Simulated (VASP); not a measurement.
# K (Im-3m) in VASP: a series of runs

The runs below take K through single point, relaxation of volume and atoms at fixed shape, with LDA.

Everything below comes from runs of VASP 6.6.1. Logs are shortened: lines on timing, memory, paths and dates and some standing lists are left out, and cuts for length are marked.

## (1) The cell of the first run

The structure is cubic, space group Im-3m (No. 229). The conventional cell has a = 5.049 Å, b = 5.049 Å, c = 5.049 Å, α = 90.00°, β = 90.00°, γ = 90.00°. K (site symmetry m-3m) has 14 K at 4.37 to 5.05 Å within 5.7 Å.

## (2) Single point, LDA

Input file INCAR:

```
SYSTEM = K
  PREC = Accurate
  ENCUT = 520
  EDIFF = 1E-7
  ISMEAR = -1
  SIGMA = 0.1
  LREAL = .FALSE.
  LASPH = .TRUE.
  NELM = 80
  ALGO = Normal
  ISIF = 2
  LWAVE = .FALSE.
  LCHARG = .FALSE.
  NBANDS = 10
```

Input file KPOINTS:

```
Automatic mesh
0
G
  11 11 11
  0 0 0
```

Input file POSCAR:

```
K
1.0
   -2.5245788756      2.5245788756      2.5245788756
    2.5245788756     -2.5245788756      2.5245788756
    2.5245788756      2.5245788756     -2.5245788756
K
1
Direct
    0.0000000000      0.0000000000      0.0000000000
```

Potentials or basis: VASP PAW LDA potentials, release 64 (K_sv).

The run is started by

```
> cat potpaw_LDA.64/K_sv/POTCAR > POTCAR
> mpirun -np 1 vasp_std > vasp.out
```

OUTCAR:

```text
SYSTEM = K
   PREC = Accurate
   ENCUT = 520
   EDIFF = 1E-7
   ISMEAR = -1
   LREAL = .FALSE.
   LASPH = .TRUE.
   NELM = 80
   ISIF = 2

 ion  position               nearest neighbor table
   1  0.000  0.000  0.000-

  LATTYP: Found a body centered cubic cell.
 ALAT       =     5.0491577512

  Lattice vectors:

 A1 = (  -2.5245788756,   2.5245788756,   2.5245788756)
 A2 = (   2.5245788756,  -2.5245788756,   2.5245788756)
 A3 = (   2.5245788756,   2.5245788756,  -2.5245788756)

Analysis of symmetry for initial positions (statically):
=====================================================================
 Subroutine PRICEL returns:
 Original cell was already a primitive cell.

 Routine SETGRP: Setting up the symmetry group for a
 body centered cubic supercell.

 Subroutine GETGRP returns: Found 48 space group operations
 (whereof 48 operations were pure point group operations)
 out of a pool of 48 trial point group operations.

The static configuration has the point symmetry O_h .

Analysis of symmetry for dynamics (positions and initial velocities):
=====================================================================
 Subroutine PRICEL returns:
 Original cell was already a primitive cell.

 Routine SETGRP: Setting up the symmetry group for a
 body centered cubic supercell.

 Subroutine GETGRP returns: Found 48 space group operations
 (whereof 48 operations were pure point group operations)
 out of a pool of 48 trial point group operations.

The dynamic configuration has the point symmetry O_h .

 Subroutine INISYM returns: Found 48 space group operations
 (whereof 48 operations are pure point group operations),
 and found     1 'primitive' translations

----------------------------------------------------------------------------------------

                                     Primitive cell

  volume of cell :      64.3616

  direct lattice vectors                    reciprocal lattice vectors
    -2.524578876  2.524578876  2.524578876     0.000000000  0.198052834  0.198052834
     2.524578876 -2.524578876  2.524578876     0.198052834  0.000000000  0.198052834
     2.524578876  2.524578876 -2.524578876     0.198052834  0.198052834  0.000000000

  length of vectors
     4.372698880  4.372698880  4.372698880     0.280089003  0.280089003  0.280089003

  position of ions in fractional coordinates (direct lattice)
     0.000000000  0.000000000  0.000000000

  ion indices of the primitive-cell ions
   primitive index   ion index
                 1           1

----------------------------------------------------------------------------------------

 KPOINTS: Automatic mesh

Automatic generation of k-mesh.
 Grid dimensions read from file:
 generate k-points for:   11   11   11

 Generating k-lattice:

  Cartesian coordinates                     Fractional coordinates (reciprocal lattice)
     0.000000000  0.018004803  0.018004803     0.090909091  0.000000000  0.000000000
     0.018004803  0.000000000  0.018004803     0.000000000  0.090909091  0.000000000
     0.018004803  0.018004803  0.000000000     0.000000000  0.000000000  0.090909091

  Length of vectors
     0.025462637  0.025462637  0.025462637

  Shift w.r.t. Gamma in fractional coordinates (k-lattice)
     0.000000000  0.000000000  0.000000000

 Subroutine IBZKPT returns following result:
 ===========================================

 Found     56 irreducible k-points:

 Following reciprocal coordinates:
            Coordinates               Weight
  0.000000  0.000000  0.000000      1.000000
  0.090909  0.000000  0.000000     12.000000
  0.181818  0.000000  0.000000     12.000000
  0.272727  0.000000  0.000000     12.000000
  0.363636  0.000000  0.000000     12.000000
  0.454545  0.000000  0.000000     12.000000
[... 16 lines left out ...]
  0.272727  0.181818  0.090909     48.000000
  0.363636  0.181818  0.090909     24.000000
 [... further k-points ...]
   k-points           NKPTS =     56   k-points in BZ     NKDIM =     56   number of bands    NBANDS=     10
   number of dos      NEDOS =    301   number of ions     NIONS =      1
   total plane-waves  NPLWV =  46656
   dimension x,y,z NGX =    36 NGY =   36 NGZ =   36
   dimension x,y,z NGXF=    72 NGYF=   72 NGZF=   72
   ions per type =               1
   NGX,Y,Z   is equivalent  to a cutoff of  13.69, 13.69, 13.69 a.u.
   NGXF,Y,Z  is equivalent  to a cutoff of  27.37, 27.37, 27.37 a.u.
 SYSTEM =  K
   PREC   = accura    normal or accurate (medium, high low for compatibility)
   ISTART =      0    job   : 0-new  1-cont  2-samecut
   ICHARG =      2    charge: 1-file 2-atom 10-const
   ISPIN  =      1    spin polarized calculation?
   LNONCOLLINEAR =      F non collinear calculations
   LSORBIT =      F    spin-orbit coupling
   LASPH  =      T    aspherical Exc in radial PAW
   ENCUT  =  520.0 eV  38.22 Ry    6.18 a.u.   8.13  8.13  8.13*2*pi/ulx,y,z
   NELM   =     80;   NELMIN=  2; NELMDL= -5     # of ELM steps
   EDIFF  = 0.1E-06   stopping-criterion for ELM
   LREAL  =      F    real-space projection
   EDIFFG = 0.1E-05   stopping-criterion for IOM
   NSW    =      0    number of steps for IOM
   IBRION =     -1    ionic relax: 0-MD 1-quasi-New 2-CG
   NFREE  =      0    steps in history (QN), initial steepest desc. (CG)
   ISIF   =      2    stress and relaxation
   ISYM   =      2    0-nonsym 1-usesym 2-fastsym
   POTIM  = 0.5000    time-step for ionic-motion
   TEBEG  =    0.0;   TEEND  =   0.0 temperature during run
   PSTRESS=    0.0 pullay stress
   NELECT =       9.0000    total number of electrons
   NUPDOWN=      -1.0000    fix difference up-down
   EMIN   =  10.00;   EMAX   =-10.00  energy-range for DOS
   EFERMI =   0.00;   METHOD = LEGACY
   ISMEAR =    -1;   SIGMA  =   0.10  broadening in eV -4-tet -1-fermi 0-gaus
   EFERMI_NEDOS =   21; number of points for ismear=-14 and -15
   IALGO  =     38    algorithm
   IMIX   =      4    mixing-type and parameters
     AMIX     =   0.40;   BMIX     =  1.00
     AMIX_MAG =   1.60;   BMIX_MAG =  1.00
  volume/ion in A,a.u.               =      64.36       434.33
  Fermi-wavevector in a.u.,A,eV,Ry     =   0.849728  1.605754  9.823925  0.722038
  Thomas-Fermi vector in A             =   1.965594
   LORBIT       =      0    0 simple, 1 ext, 2 COOP (PROOUT), +10 PAW based schemes
   GGA     = CA    functional components
   LHFCALC =     F    Hartree Fock is set to
   AEXX    =    0.0000 exact exchange contribution
   IVDW    =     0    specifies the selected vdW correction
   LEPSILON=     F    determine dielectric tensor
   LRPA    =     F    only Hartree local field effects (RPA)
 non-spin polarized calculation
  energy-cutoff  :      520.00
  volume of cell :       64.36
 maximum number of plane-waves:      1750
 NGX is ok and might be reduce to    36
   NGX = 17   NGY = 17   NGZ = 17

 number of electron       9.0000001 magnetization

 Free energy of the ion-electron system (eV)
  ---------------------------------------------------
  ext. energy  EPLUGINS =         0.00000000
  ---------------------------------------------------
  free energy    TOTEN  =        -1.17772028 eV

  energy without entropy =       -1.15455289  energy(sigma->0) =       -1.16613658

 E-fermi :   0.0049     XC(G=0):  -6.2238

 val. band max:       -0.0214118718   @ k =  -0.3636   0.4545   0.0909
 cond. band min:       0.0881181997   @ k =   0.1818   0.1818   0.1818
 fundamental gap:      0.1095300714
 Fermi energy:         0.0048576142

 k-point     1 :       0.0000    0.0000    0.0000
  band No.  band energies     occupation
      1     -31.7500      2.00000
      2     -15.4171      2.00000
      3     -15.4171      2.00000
      4     -15.4171      2.00000
      5      -2.3685      2.00000
      6       4.2716      0.00000
      7       4.2716      0.00000
      8       4.2716      0.00000
      9       5.2991      0.00000
     10       5.2991      0.00000

 k-point     2 :       0.0909    0.0000    0.0000
  band No.  band energies     occupation
      1     -31.7494      2.00000
      2     -15.4263      2.00000
      3     -15.4201      2.00000
      4     -15.4171      2.00000
      5      -2.2530      2.00000
      6       4.1271      0.00000
      7       4.1378      0.00000
      8       4.3688      0.00000
      9       5.1204      0.00000
     10       5.2789      0.00000

 k-point     3 :       0.1818    0.0000    0.0000
  band No.  band energies     occupation
      1     -31.7476      2.00000
      2     -15.4506      2.00000
      3     -15.4280      2.00000
      4     -15.4172      2.00000
      5      -1.9143      2.00000
      6       3.5629      0.00000
      7       3.8318      0.00000
      8       4.6568      0.00000
      9       5.0384      0.00000
     10       5.2594      0.00000

 k-point     4 :       0.2727    0.0000    0.0000
  band No.  band energies     occupation
      1     -31.7453      2.00000
      2     -15.4821      2.00000
      3     -15.4383      2.00000
      4     -15.4172      2.00000
      5      -1.3755      2.00000
      6       2.7654      0.00000
      7       3.5062      0.00000
      8       5.1247      0.00000
      9       5.1255      0.00000
     10       5.3136      0.00000
[... 222 lines left out ...]
 k-point    22 :       0.1818    0.1818    0.0909
  band No.  band energies     occupation
      1     -31.7430      2.00000
      2     -15.5036      2.00000
      3     -15.4448      2.00000
      4     -15.4312      2.00000
      5      -0.5644      1.99328
      6       2.3209      0.00000
      7       2.5993      0.00000
      8       5.0521      0.00000
      9       5.4409      0.00000
     10       5.7037      0.00000

 k-point    23 :       0.2727    0.1818    0.0909
  band No.  band energies     occupation
      1     -31.7418      2.00000
      2     -15.5088      2.00000
      3     -15.4597      2.00000
      4     -15.4338      2.00000
      5       0.1696      0.32279
      6       1.7179      0.00000
      7       2.3530      0.00000
      8       4.6447      0.00000
      9       5.5928      0.00000
     10       5.8447      0.00000

 k-point    24 :       0.3636    0.1818    0.0909
  band No.  band energies     occupation
      1     -31.7413      2.00000
      2     -15.5088      2.00000
      3     -15.4673      2.00000
      4     -15.4344      2.00000
      5       0.9143      0.00022
      6       1.0176      0.00008
      7       2.2804      0.00000
      8       4.4424      0.00000
      9       5.7147      0.00000
     10       5.8441      0.00000

 [... further k-points ...]
[... 5 lines left out ...]
  --------------------------------------------------------------------------------------
  -------------------------------------------------------------------------------------
  Total       -0.0109332     -0.0109332     -0.0109332     -0.0000000     -0.0000000      0.0000000
  in kB       -0.2721652     -0.2721652     -0.2721652     -0.0000000     -0.0000000      0.0000000
  external PRESSURE =      -0.2721652 kB  Pullay stress =       0.0000000 kB

 VOLUME and BASIS-vectors are now :
 -----------------------------------------------------------------------------
  energy-cutoff  :      520.00
  volume of cell :       64.36
      direct lattice vectors                 reciprocal lattice vectors
    -2.524578876  2.524578876  2.524578876     0.000000000  0.198052834  0.198052834
     2.524578876 -2.524578876  2.524578876     0.198052834  0.000000000  0.198052834
     2.524578876  2.524578876 -2.524578876     0.198052834  0.198052834  0.000000000

 POSITION                                       TOTAL-FORCE (eV/Angst)
 -----------------------------------------------------------------------------------
      0.00000      0.00000      0.00000         0.000000      0.000000      0.000000
 -----------------------------------------------------------------------------------
    total drift:                               -0.000000     -0.000000      0.000000

  FREE ENERGIE OF THE ION-ELECTRON SYSTEM (eV)
  ---------------------------------------------------
  free  energy   TOTEN  =        -1.1777202796 eV

  energy  without entropy=       -1.1545528893  energy(sigma->0) =       -1.16613658
```

Wall time 54 s (1 thread of AMD EPYC 7R43 (Zen 3), shared host); peak memory 0.15 GiB.

What came out:

```
Free energy : -1.1777 eV
Pressure    : 0.0 GPa
```

## (3) Relaxation of volume and atoms at fixed shape, LDA

This run uses another cell than the first one, of 71.32 Å³/atom, 1.108 times its volume.

Input file INCAR:

```
SYSTEM = K
ALGO = Normal ; EDIFF = 1E-7
EDIFFG = -0.03 ; ENCUT = 600
IBRION = 2 ; ISIF = 8
ISMEAR = -1 ; LASPH = .True.
LCHARG = .False. ; LREAL = .False.
LWAVE = .False. ; NELM = 60
NSW = 80 ; PREC = Accurate
SIGMA = 0.1
```

Input file KPOINTS:

```
k-points
0
Gamma
  11 11 11
  0 0 0
```

Input file POSCAR:

```
K
1.0
   -2.6125000000      2.6125000000      2.6125000000
    2.6125000000     -2.6125000000      2.6125000000
    2.6125000000      2.6125000000     -2.6125000000
K
1
Direct
    0.0000000000      0.0000000000      0.0000000000
```

Potentials or basis: VASP PAW LDA potentials, release 64 (K_sv).

The run is started by

```
> cat potpaw_LDA.64/K_sv/POTCAR > POTCAR
> mpirun -np 1 vasp_std > vasp.out
```

OUTCAR:

```text
SYSTEM = K
   EDIFF = 1E-7
   EDIFFG = -0.03
   ENCUT = 600
   IBRION = 2
   ISIF = 8
   ISMEAR = -1
   LASPH = .True.
   LREAL = .False.
   NELM = 60
   NSW = 80
   PREC = Accurate

 ion  position               nearest neighbor table
   1  0.000  0.000  0.000-

  LATTYP: Found a body centered cubic cell.
 ALAT       =     5.2250000000

  Lattice vectors:

 A1 = (  -2.6125000000,   2.6125000000,   2.6125000000)
 A2 = (   2.6125000000,  -2.6125000000,   2.6125000000)
 A3 = (   2.6125000000,   2.6125000000,  -2.6125000000)

Analysis of symmetry for initial positions (statically):
=====================================================================
 Subroutine PRICEL returns:
 Original cell was already a primitive cell.

 Routine SETGRP: Setting up the symmetry group for a
 body centered cubic supercell.

 Subroutine GETGRP returns: Found 48 space group operations
 (whereof 48 operations were pure point group operations)
[... 207 lines left out ...]
  band No.  band energies     occupation
      1     -31.9728      2.00000
      2     -15.6486      2.00000
      3     -15.6486      2.00000
      4     -15.6486      2.00000
      5      -2.4332      2.00000
      6       4.0223      0.00000
      7       4.0223      0.00000
      8       4.0223      0.00000
[... 287 lines left out ...]
--------------------------------------- Ionic step        3  -------------------------------------------

 number of electron       9.0000001 magnetization

 Free energy of the ion-electron system (eV)
  ---------------------------------------------------
  ext. energy  EPLUGINS =         0.00000000
  ---------------------------------------------------
  free energy    TOTEN  =        -1.17786196 eV

  energy without entropy =       -1.15468267  energy(sigma->0) =       -1.16627231

 E-fermi :   0.0021     XC(G=0):  -6.2207

 val. band max:       -0.0241120907   @ k =  -0.3636   0.4545   0.0909
 cond. band min:       0.0852746921   @ k =   0.1818   0.1818   0.1818
 fundamental gap:      0.1093867828
 Fermi energy:         0.0021372684

 k-point     1 :       0.0000    0.0000    0.0000
  band No.  band energies     occupation
      1     -31.7533      2.00000
      2     -15.4209      2.00000
      3     -15.4209      2.00000
      4     -15.4209      2.00000
      5      -2.3694      2.00000
      6       4.2678      0.00000
      7       4.2678      0.00000
      8       4.2678      0.00000
[... 281 lines left out ...]
  FREE ENERGIE OF THE ION-ELECTRON SYSTEM (eV)
  ---------------------------------------------------
  free  energy   TOTEN  =        -1.1778619575 eV

  energy  without entropy=       -1.1546826664  energy(sigma->0) =       -1.16627231

 reached required accuracy - stopping structural energy minimisation
```

It took 2.1 min on 1 thread of AMD EPYC 7R43 (Zen 3), shared host; peak memory 0.17 GiB.

What came out:

```yaml
Free_energy: -1.1779 eV
Relaxed_volume: 64.43 Å³/atom
Relaxed_cell: a = 4.374 Å, b = 4.374 Å, c = 4.374 Å, α = 109.47°, β = 109.47°, γ = 109.47°
Space_group_after_relaxing_to_0.05_Å: Im-3m (No. 229)
Energy_gained_by_relaxing: 9.4 meV/atom
Ionic_steps: 3
Pressure_after_relaxing: 0.0 GPa
```

The path:
```tsv
step	energy change (eV)	largest force (eV/Å)	pressure (GPa)	volume (Å³)
1	0.0000	0.0000	-0.39	71.32
2	-0.0038	0.0000	-0.31	69.56
3	-0.0094	0.0000	-0.02	64.43
```

Final structure:
```
K
1.0
    -2.52554    2.52554    2.52554
     2.52554   -2.52554    2.52554
     2.52554    2.52554   -2.52554
K
1
Direct
  0.00000 0.00000 0.00000
```

Levels at points of the mesh, in eV from the Fermi level:
| k point | band 2 | band 3 | band 4 | band 5 | band 6 | band 7 |
| --- | --- | --- | --- | --- | --- | --- |
| (0.00, 0.00, 0.00) | -15.42 | -15.42 | -15.42 | -2.37 | 4.27 | 4.27 |
